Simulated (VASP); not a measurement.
# TiCo3 (Pm-3m) in VASP: further runs

Runs on TiCo3. Level: PBEsol. Tasks: single point.

All numbers are computed with VASP 6.6.1; they aren't measurements. Logs are shortened: lines on timing, memory, paths and dates and some standing lists are left out, and cuts for length are marked.

## Step 1: The cell of the first run

It takes space group Pm-3m (No. 221, cubic). The conventional cell has a = 3.571 Å, b = 3.571 Å, c = 3.571 Å, α = 90.00°, β = 90.00°, γ = 90.00°. Ti (site symmetry m-3m) has 12 Co at 2.53 Å within 3.3 Å. Within 3.3 Å of Co (site symmetry 4/mmm) lie 4 Ti at 2.53 Å and 8 Co at 2.53 Å.

## Step 2: Single point, PBEsol, collinear spin, ferrimagnetic start

The input, INCAR:

```
SYSTEM = TiCo3
PREC = Accurate
ENCUT = 520
EDIFF = 1E-6
ISMEAR = -1
SIGMA = 0.05
LREAL = .FALSE.
LASPH = .TRUE.
NELM = 150
ALGO = Normal
ISIF = 2
LWAVE = .FALSE.
LCHARG = .TRUE.
ISPIN = 2
MAGMOM = -0.221 0.65 0.65 0.651
LORBIT = 11
NUPDOWN = 1.73
LMAXMIX = 4
GGA = PS
LELF = .TRUE.
LVHAR = .TRUE.
NBANDS = 32
```

The input, KPOINTS:

```
regular mesh
0
G
  10 10 10
  0 0 0
```

The input, POSCAR:

```
TiCo3
1.0
    3.5710000000      0.0000000000      0.0000000000
    0.0000000000      3.5710000000      0.0000000000
    0.0000000000      0.0000000000      3.5710000000
Ti Co
1 3
Direct
    0.0000000000      0.0000000000      0.0000000000
    0.0000000000      0.5000000000      0.5000000000
    0.5000000000      0.0000000000      0.5000000000
    0.5000000000      0.5000000000      0.0000000000
```

Potentials or basis: VASP PAW PBE potentials, release 64 (Ti_sv, Co).

Command:

```sh
$ cat potpaw_PBE.64/Ti_sv/POTCAR potpaw_PBE.64/Co/POTCAR > POTCAR
$ mpirun -np 1 vasp_std > vasp.out
```

OUTCAR:

```text
SYSTEM = TiCo3
   PREC = Accurate
   ENCUT = 520
   EDIFF = 1E-6
   ISMEAR = -1
   LREAL = .FALSE.
   LASPH = .TRUE.
   NELM = 150
   ISIF = 2
   ISPIN = 2
   LORBIT = 11
   NUPDOWN = 1.73
   GGA = PS

 ion  position               nearest neighbor table
   1  0.000  0.000  0.000-   2 2.53   3 2.53   4 2.53   2 2.53   3 2.53   2 2.53   4 2.53   2 2.53
                             3 2.53   4 2.53   3 2.53   4 2.53
   2  0.000  0.500  0.500-   1 2.53   3 2.53   4 2.53   1 2.53   4 2.53   1 2.53   3 2.53   1 2.53
                             3 2.53   4 2.53   4 2.53   3 2.53
   3  0.500  0.000  0.500-   1 2.53   2 2.53   4 2.53   1 2.53   4 2.53   2 2.53   4 2.53   4 2.53
                             1 2.53   2 2.53   1 2.53   2 2.53
   4  0.500  0.500  0.000-   1 2.53   2 2.53   3 2.53   2 2.53   3 2.53   1 2.53   3 2.53   3 2.53
                             1 2.53   2 2.53   2 2.53   1 2.53

  LATTYP: Found a simple cubic cell.
 ALAT       =     3.5710000000

  Lattice vectors:

 A1 = (   3.5710000000,   0.0000000000,   0.0000000000)
 A2 = (   0.0000000000,   3.5710000000,   0.0000000000)
 A3 = (   0.0000000000,   0.0000000000,   3.5710000000)

Analysis of symmetry for initial positions (statically):
=====================================================================
 Subroutine PRICEL returns:
 Original cell was already a primitive cell.

 Routine SETGRP: Setting up the symmetry group for a
 simple cubic supercell.

 Subroutine GETGRP returns: Found 48 space group operations
 (whereof 48 operations were pure point group operations)
 out of a pool of 48 trial point group operations.

The static configuration has the point symmetry O_h .

Analysis of symmetry for dynamics (positions and initial velocities):
=====================================================================
 Subroutine PRICEL returns:
 Original cell was already a primitive cell.

 Routine SETGRP: Setting up the symmetry group for a
 simple cubic supercell.

 Subroutine GETGRP returns: Found 48 space group operations
 (whereof 48 operations were pure point group operations)
 out of a pool of 48 trial point group operations.

The dynamic configuration has the point symmetry O_h .

Analysis of structural, dynamic, and magnetic symmetry:
=====================================================================
 Subroutine PRICEL returns:
 Original cell was already a primitive cell.

 Routine SETGRP: Setting up the symmetry group for a
 simple cubic supercell.

 Subroutine GETGRP returns: Found 16 space group operations
 (whereof 16 operations were pure point group operations)
 out of a pool of 48 trial point group operations.

The overall configuration has the point symmetry D_4h.

 Subroutine INISYM returns: Found 16 space group operations
 (whereof 16 operations are pure point group operations),
 and found     1 'primitive' translations

----------------------------------------------------------------------------------------

                                     Primitive cell

  volume of cell :      45.5375

  direct lattice vectors                    reciprocal lattice vectors
     3.571000000  0.000000000  0.000000000     0.280033604  0.000000000  0.000000000
     0.000000000  3.571000000  0.000000000     0.000000000  0.280033604  0.000000000
     0.000000000  0.000000000  3.571000000     0.000000000  0.000000000  0.280033604

  length of vectors
     3.571000000  3.571000000  3.571000000     0.280033604  0.280033604  0.280033604

  position of ions in fractional coordinates (direct lattice)
     0.000000000  0.000000000  0.000000000
     0.000000000  0.500000000  0.500000000
     0.500000000  0.000000000  0.500000000
     0.500000000  0.500000000  0.000000000

  ion indices of the primitive-cell ions
   primitive index   ion index
                 1           1
                 2           2
                 3           3
                 4           4

----------------------------------------------------------------------------------------

 KPOINTS: regular mesh

Automatic generation of k-mesh.
 Grid dimensions read from file:
 generate k-points for:   10   10   10

 Generating k-lattice:

  Cartesian coordinates                     Fractional coordinates (reciprocal lattice)
     0.028003360  0.000000000  0.000000000     0.100000000  0.000000000  0.000000000
     0.000000000  0.028003360  0.000000000     0.000000000  0.100000000  0.000000000
     0.000000000  0.000000000  0.028003360     0.000000000  0.000000000  0.100000000

  Length of vectors
     0.028003360  0.028003360  0.028003360

  Shift w.r.t. Gamma in fractional coordinates (k-lattice)
     0.000000000  0.000000000  0.000000000

 Subroutine IBZKPT returns following result:
 ===========================================

 Found    126 irreducible k-points:

 Following reciprocal coordinates:
            Coordinates               Weight
  0.000000  0.000000  0.000000      1.000000
  0.100000  0.000000  0.000000      4.000000
  0.000000  0.000000  0.100000      2.000000
  0.200000  0.000000  0.000000      4.000000
  0.000000  0.000000  0.200000      2.000000
  0.300000  0.000000  0.000000      4.000000
[... 16 lines left out ...]
  0.500000  0.100000  0.000000      4.000000
  0.000000  0.500000  0.100000      4.000000
 [... further k-points ...]
   k-points           NKPTS =    126   k-points in BZ     NKDIM =    126   number of bands    NBANDS=     32
   number of dos      NEDOS =    301   number of ions     NIONS =      4
   total plane-waves  NPLWV =  21952
   dimension x,y,z NGX =    28 NGY =   28 NGZ =   28
   dimension x,y,z NGXF=    56 NGYF=   56 NGZF=   56
   ions per type =               1   3
   NGX,Y,Z   is equivalent  to a cutoff of  13.04, 13.04, 13.04 a.u.
   NGXF,Y,Z  is equivalent  to a cutoff of  26.07, 26.07, 26.07 a.u.
 SYSTEM =  TiCo3
   PREC   = accura    normal or accurate (medium, high low for compatibility)
   ISTART =      0    job   : 0-new  1-cont  2-samecut
   ICHARG =      2    charge: 1-file 2-atom 10-const
   ISPIN  =      2    spin polarized calculation?
   LNONCOLLINEAR =      F non collinear calculations
   LSORBIT =      F    spin-orbit coupling
   LASPH  =      T    aspherical Exc in radial PAW
   ENCUT  =  520.0 eV  38.22 Ry    6.18 a.u.   6.64  6.64  6.64*2*pi/ulx,y,z
   NELM   =    150;   NELMIN=  2; NELMDL= -5     # of ELM steps
   EDIFF  = 0.1E-05   stopping-criterion for ELM
   LREAL  =      F    real-space projection
   EDIFFG = 0.1E-04   stopping-criterion for IOM
   NSW    =      0    number of steps for IOM
   IBRION =     -1    ionic relax: 0-MD 1-quasi-New 2-CG
   NFREE  =      0    steps in history (QN), initial steepest desc. (CG)
   ISIF   =      2    stress and relaxation
   ISYM   =      2    0-nonsym 1-usesym 2-fastsym
   POTIM  = 0.5000    time-step for ionic-motion
   TEBEG  =    0.0;   TEEND  =   0.0 temperature during run
   PSTRESS=    0.0 pullay stress
   NELECT =      39.0000    total number of electrons
   NUPDOWN=       1.7300    fix difference up-down
   EMIN   =  10.00;   EMAX   =-10.00  energy-range for DOS
   EFERMI =   0.00;   METHOD = LEGACY
   ISMEAR =    -1;   SIGMA  =   0.05  broadening in eV -4-tet -1-fermi 0-gaus
   EFERMI_NEDOS =   21; number of points for ismear=-14 and -15
   IALGO  =     38    algorithm
   IMIX   =      4    mixing-type and parameters
     AMIX     =   0.40;   BMIX     =  1.00
     AMIX_MAG =   1.60;   BMIX_MAG =  1.00
  volume/ion in A,a.u.               =      11.38        76.83
  Fermi-wavevector in a.u.,A,eV,Ry     =   1.554676  2.937911 32.885512  2.417017
  Thomas-Fermi vector in A             =   2.658727
   LORBIT       =     11    0 simple, 1 ext, 2 COOP (PROOUT), +10 PAW based schemes
   GGA     = PS    functional components
   LHFCALC =     F    Hartree Fock is set to
   AEXX    =    0.0000 exact exchange contribution
   IVDW    =     0    specifies the selected vdW correction
   LEPSILON=     F    determine dielectric tensor
   LRPA    =     F    only Hartree local field effects (RPA)
 spin polarized calculation
  energy-cutoff  :      520.00
  volume of cell :       45.54
 maximum number of plane-waves:      1248
 NGX is ok and might be reduce to    28
   NGX = 13   NGY = 13   NGZ = 13

 number of electron      39.0000040 magnetization       1.7300004

 Free energy of the ion-electron system (eV)
  ---------------------------------------------------
  ext. energy  EPLUGINS =         0.00000000
  ---------------------------------------------------
  free energy    TOTEN  =       -32.69022675 eV

  energy without entropy =      -32.63833682  energy(sigma->0) =      -32.66428178

 E-fermi :  10.2356     XC(G=0): -13.4583

 val. band max:       10.2330920306   @ k =   0.2000   0.2000   0.2000
 cond. band min:      10.2110744524   @ k =   0.4000   0.2000   0.2000
 fundamental gap:     -0.0220175782
 Fermi energy:        10.2107061303

 spin component 1

 k-point     1 :       0.0000    0.0000    0.0000
  band No.  band energies     occupation
      1     -45.9085      1.00000
      2     -22.2633      1.00000
      3     -22.2633      1.00000
      4     -22.2633      1.00000
      5       2.1338      1.00000
      6       5.7177      1.00000
[... 23 lines left out ...]
     30      21.7304      0.00000
     31      21.7305      0.00000

 k-point     2 :       0.1000    0.0000    0.0000
  band No.  band energies     occupation
      1     -45.9080      1.00000
      2     -22.2697      1.00000
      3     -22.2635      1.00000
      4     -22.2635      1.00000
      5       2.2692      1.00000
      6       5.7712      1.00000
[... 23 lines left out ...]
     30      21.6804      0.00000
     31      22.3352      0.00000

 k-point     3 :       0.0000    0.0000    0.1000
  band No.  band energies     occupation
      1     -45.9080      1.00000
      2     -22.2697      1.00000
      3     -22.2635      1.00000
      4     -22.2635      1.00000
      5       2.2692      1.00000
      6       5.7712      1.00000
[... 703 lines left out ...]
     30      19.7939      0.00000
     31      21.0945      0.00000

 k-point    24 :       0.0000    0.5000    0.1000
  band No.  band energies     occupation
      1     -45.9034      1.00000
      2     -22.3292      1.00000
      3     -22.2710      1.00000
      4     -22.2662      1.00000
      5       4.8789      1.00000
      6       5.2505      1.00000
[... 23 lines left out ...]
     30      19.7940      0.00000
     31      21.0945      0.00000

 [... further k-points ...]

 spin component 2

 k-point     1 :       0.0000    0.0000    0.0000
  band No.  band energies     occupation
      1     -46.1084      1.00000
      2     -22.4658      1.00000
      3     -22.4658      1.00000
      4     -22.4658      1.00000
      5       2.1429      1.00000
      6       6.0237      1.00000
[... 23 lines left out ...]
     30      21.8781      0.00000
     31      21.9080      0.00000

 k-point     2 :       0.1000    0.0000    0.0000
  band No.  band energies     occupation
      1     -46.1079      1.00000
      2     -22.4722      1.00000
      3     -22.4660      1.00000
      4     -22.4660      1.00000
      5       2.2786      1.00000
      6       6.0778      1.00000
[... 23 lines left out ...]
     30      21.8472      0.00000
     31      22.5281      0.00000

 k-point     3 :       0.0000    0.0000    0.1000
  band No.  band energies     occupation
      1     -46.1079      1.00000
      2     -22.4722      1.00000
      3     -22.4660      1.00000
      4     -22.4660      1.00000
      5       2.2786      1.00000
      6       6.0778      1.00000
[... 703 lines left out ...]
     30      19.8895      0.00000
     31      21.3269      0.00000

 k-point    24 :       0.0000    0.5000    0.1000
  band No.  band energies     occupation
      1     -46.1033      1.00000
      2     -22.5312      1.00000
      3     -22.4734      1.00000
      4     -22.4686      1.00000
      5       4.9861      1.00000
      6       5.2491      1.00000
[... 23 lines left out ...]
     30      19.8895      0.00000
     31      21.3269      0.00000

 [... further k-points ...]

 [bands above 31 left out]

------------------------ aborting loop because EDIFF is reached ----------------------------------------

  FORCE on cell =-STRESS in cart. coord.  units (eV):
  Direction    XX          YY          ZZ          XY          YZ          ZX
  --------------------------------------------------------------------------------------
  -------------------------------------------------------------------------------------
  Total       -1.9145668     -1.9145668     -1.9137714      0.0000000      0.0000000      0.0000000
  in kB      -67.3614704    -67.3614704    -67.3334848      0.0000000      0.0000000      0.0000000
  external PRESSURE =     -67.3521419 kB  Pullay stress =       0.0000000 kB

 VOLUME and BASIS-vectors are now :
 -----------------------------------------------------------------------------
  energy-cutoff  :      520.00
  volume of cell :       45.54
      direct lattice vectors                 reciprocal lattice vectors
     3.571000000  0.000000000  0.000000000     0.280033604  0.000000000  0.000000000
     0.000000000  3.571000000  0.000000000     0.000000000  0.280033604  0.000000000
     0.000000000  0.000000000  3.571000000     0.000000000  0.000000000  0.280033604

 POSITION                                       TOTAL-FORCE (eV/Angst)
 -----------------------------------------------------------------------------------
      0.00000      0.00000      0.00000         0.000000      0.000000      0.000000
      0.00000      1.78550      1.78550         0.000000      0.000000      0.000000
      1.78550      0.00000      1.78550         0.000000      0.000000      0.000000
      1.78550      1.78550      0.00000         0.000000      0.000000      0.000000
 -----------------------------------------------------------------------------------
    total drift:                                0.000000      0.000000      0.000000

  FREE ENERGIE OF THE ION-ELECTRON SYSTEM (eV)
  ---------------------------------------------------
  free  energy   TOTEN  =       -32.6902267455 eV

  energy  without entropy=      -32.6383368213  energy(sigma->0) =      -32.66428178

 total charge

# of ion       s       p       d       tot
------------------------------------------
    1        2.272   6.200   1.956  10.428
    2        0.514   0.521   7.325   8.360
    3        0.514   0.521   7.325   8.360
    4        0.514   0.521   7.325   8.360
--------------------------------------------------
tot          3.814   7.763  23.931  35.507

 magnetization (x)

# of ion       s       p       d       tot
------------------------------------------
    1       -0.004  -0.017  -0.211  -0.231
    2       -0.002  -0.009   0.681   0.670
    3       -0.002  -0.009   0.681   0.670
    4       -0.002  -0.009   0.681   0.670
--------------------------------------------------
tot         -0.011  -0.044   1.832   1.778
```

Run time: 4.8 min. Hardware: 1 thread of Intel Xeon Platinum 8488C (Sapphire Rapids), shared host; peak memory 0.37 GiB.

What came out:

| Item | Value |
| --- | --- |
| Free energy | -32.6902 eV |
| Pressure | -6.7 GPa |
| Net moment | 1.73 μB per cell |
| Site moments | Ti -0.23; Co +0.67 μB |
| Valence electrons inside the program's atomic spheres | Ti 10.43; Co 8.36 |

Caveat: the cell stands under tension; the PAW data sets were made with another functional, which shifts forces and pressure a little; the total moment is fixed, so each spin has its own Fermi level and the state may be an excited one.

## Step 3: Single point, PBEsol, collinear spin, ferrimagnetic start

The input, INCAR:

```
PREC     = Accurate       # precision mode
ENCUT    = 520            # plane-wave cutoff, eV
EDIFF    = 1E-6           # SCF threshold, eV
ISMEAR   = -1             # smearing method
SIGMA    = 0.05           # smearing width, eV
LREAL    = F              # projectors in reciprocal space
LASPH    = T              # aspherical terms in the spheres
NELM     = 150            # most SCF steps
ALGO     = Normal         # electronic algorithm
ISIF     = 2              # what is computed and relaxed
LWAVE    = F              # write WAVECAR
LCHARG   = F              # write CHGCAR
ISPIN    = 2              # spin polarisation
MAGMOM   = -0.297 0.872 0.872 0.873 # initial moments
LORBIT   = 11             # projections on sites
NUPDOWN  = 2.32           # fixed moment
LMAXMIX  = 4              # l up to which the mixer works
GGA      = PS             # functional
NBANDS   = 32             # bands
```

The input, KPOINTS:

```
Automatic mesh
0
Gamma
  10 10 10
```

POSCAR is that of step 2.

Potentials or basis: VASP PAW PBE potentials, release 64 (Ti_sv, Co).

Command:

```sh
$ cat potpaw_PBE.64/Ti_sv/POTCAR potpaw_PBE.64/Co/POTCAR > POTCAR
$ mpirun -np 1 vasp_std > vasp.out
```

Run time: 5.3 min. Hardware: 1 thread of Intel Xeon Platinum 8488C (Sapphire Rapids), shared host; peak memory 0.37 GiB.

It converged, with:

- Free energy: -32.7011 eV
- Pressure: -5.2 GPa
- Net moment: 2.32 μB per cell
- Site moments: Ti -0.32; Co +0.91 μB
- Valence electrons inside the program's atomic spheres: Ti 10.43; Co 8.36

Caveat: the cell stands under tension; the PAW data sets were made with another functional, which shifts forces and pressure a little; the total moment is fixed, so each spin has its own Fermi level and the state may be an excited one.
